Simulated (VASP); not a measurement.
# FeSi (P6_3/mmc) in VASP: further runs

FeSi is run at these levels: PBE; tasks: single point.

Program: VASP 6.6.1. These are calculated values, not measurements. Logs are shortened: lines on timing, memory, paths and dates and some standing lists are left out, and cuts for length are marked.

## (1) The cell of the first run

It takes space group P6_3/mmc (No. 194, hexagonal). Conventional cell: a = 3.603 Å, b = 3.603 Å, c = 4.219 Å, α = 90.00°, β = 90.00°, γ = 120.00°. Within 2.8 Å of Fe (site symmetry -6m2) lie 5 Si at 2.08 to 2.11 Å. Within 2.8 Å of Si (site symmetry -6m2) lie 5 Fe at 2.08 to 2.11 Å.

## (2) Single point, PBE, collinear spin, ferromagnetic start

INCAR

```
SYSTEM = FeSi
  ALGO = Normal
  EDIFF = 1E-6
  ENCUT = 520
  GGA = PE
  ISIF = 2
  ISMEAR = -1
  ISPIN = 2
  LASPH = .TRUE.
  LCHARG = .TRUE.
  LELF = .TRUE.
  LMAXMIX = 4
  LORBIT = 11
  LREAL = .FALSE.
  LVHAR = .TRUE.
  LWAVE = .FALSE.
  MAGMOM = 2.5 2.5 0 0
  NBANDS = 24
  NELM = 150
  PREC = Accurate
  SIGMA = 0.05
```

KPOINTS

```
k-points
0
G
  10 10 6
  0 0 0
```

POSCAR

```
FeSi
1.0
    3.6025079845      0.0000000000      0.0000000000
   -1.8012539922      3.1198634320      0.0000000000
    0.0000000000      0.0000000000      4.2194706087
Fe Si
2 2
Direct
    0.3333333333      0.6666666667     -0.0620001427
    0.6666666667      0.3333333333      0.4379998573
    0.3333333333      0.6666666667      0.4380001427
    0.6666666667      0.3333333333      0.9380001427
```

Potentials or basis: VASP PAW PBE potentials, release 64 (Fe, Si).

Launch:

```
$ cat potpaw_PBE.64/Fe/POTCAR potpaw_PBE.64/Si/POTCAR > POTCAR
$ mpirun -np 1 vasp_std > vasp.out
```

OUTCAR:

```text
SYSTEM = FeSi
   EDIFF = 1E-6
   ENCUT = 520
   GGA = PE
   ISIF = 2
   ISMEAR = -1
   ISPIN = 2
   LASPH = .TRUE.
   LORBIT = 11
   LREAL = .FALSE.
   NELM = 150
   PREC = Accurate

 ion  position               nearest neighbor table
   1  0.333  0.667  0.938-   4 2.08   4 2.08   4 2.08   3 2.11   3 2.11   2 2.96   2 2.96   2 2.96
                             2 2.96   2 2.96   2 2.96
   2  0.667  0.333  0.438-   3 2.08   3 2.08   3 2.08   4 2.11   4 2.11   1 2.96   1 2.96   1 2.96
                             1 2.96   1 2.96   1 2.96
   3  0.333  0.667  0.438-   2 2.08   2 2.08   2 2.08   1 2.11   1 2.11   4 2.96   4 2.96   4 2.96
                             4 2.96   4 2.96   4 2.96
   4  0.667  0.333  0.938-   1 2.08   1 2.08   1 2.08   2 2.11   2 2.11   3 2.96   3 2.96   3 2.96
                             3 2.96   3 2.96   3 2.96

  LATTYP: Found a hexagonal cell.
 ALAT       =     3.6025079845
 C/A-ratio  =     1.1712591969

  Lattice vectors:

 A1 = (   3.6025079845,   0.0000000000,   0.0000000000)
 A2 = (  -1.8012539922,   3.1198634320,   0.0000000000)
 A3 = (   0.0000000000,   0.0000000000,   4.2194706087)

Analysis of symmetry for initial positions (statically):
=====================================================================
 Subroutine PRICEL returns:
 Original cell was already a primitive cell.

 Routine SETGRP: Setting up the symmetry group for a
 hexagonal supercell.

 Subroutine GETGRP returns: Found 24 space group operations
 (whereof  6 operations were pure point group operations)
 out of a pool of 24 trial point group operations.

The static configuration has the point symmetry C_3v.
 The point group associated with its full space group is D_6h.

Analysis of symmetry for dynamics (positions and initial velocities):
=====================================================================
 Subroutine PRICEL returns:
 Original cell was already a primitive cell.

 Routine SETGRP: Setting up the symmetry group for a
 hexagonal supercell.

 Subroutine GETGRP returns: Found 24 space group operations
 (whereof  6 operations were pure point group operations)
 out of a pool of 24 trial point group operations.

The dynamic configuration has the point symmetry C_3v.
 The point group associated with its full space group is D_6h.

Analysis of structural, dynamic, and magnetic symmetry:
=====================================================================
 Subroutine PRICEL returns:
 Original cell was already a primitive cell.

 Routine SETGRP: Setting up the symmetry group for a
 hexagonal supercell.

 Subroutine GETGRP returns: Found 24 space group operations
[... 138 lines left out ...]
   LRPA    =     F    only Hartree local field effects (RPA)
 spin polarized calculation
  energy-cutoff  :      520.00
  volume of cell :       47.42
 maximum number of plane-waves:      1296
 NGX is ok and might be reduce to    28
   NGX = 13   NGY = 13   NGZ = 15

 number of electron      24.0000005 magnetization       0.0000130

 number of electron      24.0000005 magnetization      -0.0002134

 Free energy of the ion-electron system (eV)
  ---------------------------------------------------
  ext. energy  EPLUGINS =         0.00000000
  ---------------------------------------------------
  free energy    TOTEN  =       -24.80061659 eV

  energy without entropy =      -24.78867271  energy(sigma->0) =      -24.79464465

 E-fermi :   8.5266     XC(G=0): -12.0857

 val. band max:        8.4786902356   @ k =   0.2000   0.0000   0.0000
 cond. band min:       8.5333727426   @ k =   0.2000   0.1000   0.1667
 fundamental gap:      0.0546825070
 Fermi energy:         8.5266394587

 spin component 1

 k-point     1 :       0.0000    0.0000    0.0000
  band No.  band energies     occupation
      1      -3.8587      1.00000
      2       1.2944      1.00000
      3       4.0244      1.00000
      4       5.1709      1.00000
      5       5.1709      1.00000
      6       5.5124      1.00000
[... 637 lines left out ...]
     23      22.2554      0.00000
     24      22.9719      0.00000

 [... further k-points ...]

 spin component 2

 k-point     1 :       0.0000    0.0000    0.0000
  band No.  band energies     occupation
      1      -3.8588      1.00000
      2       1.2943      1.00000
      3       4.0243      1.00000
      4       5.1708      1.00000
      5       5.1708      1.00000
      6       5.5123      1.00000
[... 637 lines left out ...]
     23      22.2554      0.00000
     24      22.9718      0.00000

 [... further k-points ...]

------------------------ aborting loop because EDIFF is reached ----------------------------------------

  FORCE on cell =-STRESS in cart. coord.  units (eV):
  Direction    XX          YY          ZZ          XY          YZ          ZX
  --------------------------------------------------------------------------------------
  -------------------------------------------------------------------------------------
  Total       14.1435426     14.1435426     14.2216072      0.0000000      0.0000000      0.0000000
  in kB      477.8265558    477.8265558    480.4638989      0.0000000      0.0000000      0.0000000
  external PRESSURE =     478.7056702 kB  Pullay stress =       0.0000000 kB

 VOLUME and BASIS-vectors are now :
 -----------------------------------------------------------------------------
  energy-cutoff  :      520.00
  volume of cell :       47.42
      direct lattice vectors                 reciprocal lattice vectors
     3.602507984  0.000000000  0.000000000     0.277584395  0.160263425  0.000000000
    -1.801253992  3.119863432  0.000000000     0.000000000  0.320526851  0.000000000
     0.000000000  0.000000000  4.219470609     0.000000000  0.000000000  0.236996555

 POSITION                                       TOTAL-FORCE (eV/Angst)
 -----------------------------------------------------------------------------------
     -0.00000      2.07991      3.95786         0.000000      0.000000     -0.000000
      1.80125      1.03995      1.84813        -0.000000      0.000000      0.000000
     -0.00000      2.07991      1.84813        -0.000000      0.000000      0.000000
      1.80125      1.03995      3.95786         0.000000     -0.000000      0.000000
 -----------------------------------------------------------------------------------
    total drift:                               -0.000000      0.000000      0.000165

  FREE ENERGIE OF THE ION-ELECTRON SYSTEM (eV)
  ---------------------------------------------------
  free  energy   TOTEN  =       -24.8006165946 eV

  energy  without entropy=      -24.7886727148  energy(sigma->0) =      -24.79464465

 total charge

# of ion       s       p       d       tot
------------------------------------------
    1        0.532   0.647   6.969   8.148
    2        0.532   0.647   6.969   8.148
    3        0.833   1.025   0.000   1.858
    4        0.833   1.025   0.000   1.858
--------------------------------------------------
tot          2.729   3.345  13.939  20.013

 magnetization (x)

# of ion       s       p       d       tot
------------------------------------------
    1       -0.000  -0.000  -0.000  -0.000
    2       -0.000  -0.000  -0.000  -0.000
    3        0.000   0.000   0.000   0.000
    4        0.000   0.000   0.000   0.000
--------------------------------------------------
tot          0.000   0.000  -0.000  -0.000
```

stdout:

```text
POSCAR found type information on POSCAR FeSi
 POSCAR found :  2 types and       4 ions
 scaLAPACK will be used
 LDA part: xc-table for (Slater+PW92), standard interpolation
 POSCAR, INCAR and KPOINTS ok, starting setup
 FFT: planning ... GRIDC
 FFT: planning ... GRID_SOFT
 FFT: planning ... GRID
 WAVECAR not read
 entering main loop
```

It took 2.5 min on 1 thread of Intel Xeon 8259CL, shared host; peak memory 0.24 GiB.

Results:

```
Free energy                                           : -24.8006 eV
Pressure                                              : 47.9 GPa
Band gap on the k mesh                                : zero (filled and empty bands overlap)
Net moment                                            : 0.00 μB per cell
Valence electrons inside the program's atomic spheres : Fe 8.15; Si 1.86
```

Caveat: the cell stands under pressure; the moments typed at the start vanished in this run.

## (3) Single point, PBE, collinear spin, ferromagnetic start

INCAR

```
PREC = Accurate ; ENCUT = 520
EDIFF = 1E-7 ; ISMEAR = -1
SIGMA = 0.05 ; LREAL = F
LASPH = T ; NELM = 150
ALGO = Normal ; ISIF = 2
LWAVE = F ; LCHARG = F
ISPIN = 2 ; MAGMOM = 2.5 2.5 0 0
LORBIT = 11 ; LMAXMIX = 4
GGA = PE ; NBANDS = 24
```

KPOINTS

```
Automatic mesh
0
Gamma
  10 10 6
```

POSCAR is that of step 2.

Potentials or basis: VASP PAW PBE potentials, release 64 (Fe, Si).

Launch:

```
$ cat potpaw_PBE.64/Fe/POTCAR potpaw_PBE.64/Si/POTCAR > POTCAR
$ mpirun -np 1 vasp_std > vasp.out
```

Wall time 2.5 min (1 thread of Intel Xeon 8259CL, shared host); peak memory 0.24 GiB.

Results (log left out):

- Free energy: -24.8006 eV
- Pressure: 47.9 GPa
- Band gap on the k mesh: zero (filled and empty bands overlap)
- Net moment: 0.00 μB per cell
- Valence electrons inside the program's atomic spheres: Fe 8.15; Si 1.86

Stress tensor (GPa, compression positive):
```
47.78  0.00  0.00
 0.00 47.78  0.00
 0.00  0.00 48.04
```

Levels at points of the mesh, in eV from the Fermi level:
Spin up:
```tsv
k point	band 9	band 10	band 11	band 12	band 13	band 14	band 15	band 16
(0.00, 0.00, 0.00)	-2.46	-1.99	-0.56	-0.56	1.89	3.54	3.54	6.11
(0.50, 0.00, 0.00)	-1.67	-1.14	-0.63	-0.33	-0.19	1.37	1.73	3.06
(0.00, 0.00, 0.50)	-0.68	-0.68	-0.68	-0.68	5.06	5.06	5.06	5.06
(0.50, 0.00, 0.50)	-1.27	-1.27	-0.89	-0.89	0.47	0.47	2.68	2.68
```
Spin down:
```tsv
k point	band 10	band 11	band 12	band 13	band 14	band 15
(0.00, 0.00, 0.00)	-1.99	-0.56	-0.56	1.89	3.54	3.54
(0.50, 0.00, 0.00)	-1.14	-0.63	-0.33	-0.19	1.37	1.73
(0.00, 0.00, 0.50)	-0.68	-0.68	-0.68	5.06	5.06	5.06
(0.50, 0.00, 0.50)	-1.27	-0.89	-0.89	0.47	0.47	2.68
```

Caveat: the cell stands under pressure; the moments typed at the start vanished in this run.

The gap in the log of VASP goes by the Fermi energy; the results here count the filled bands.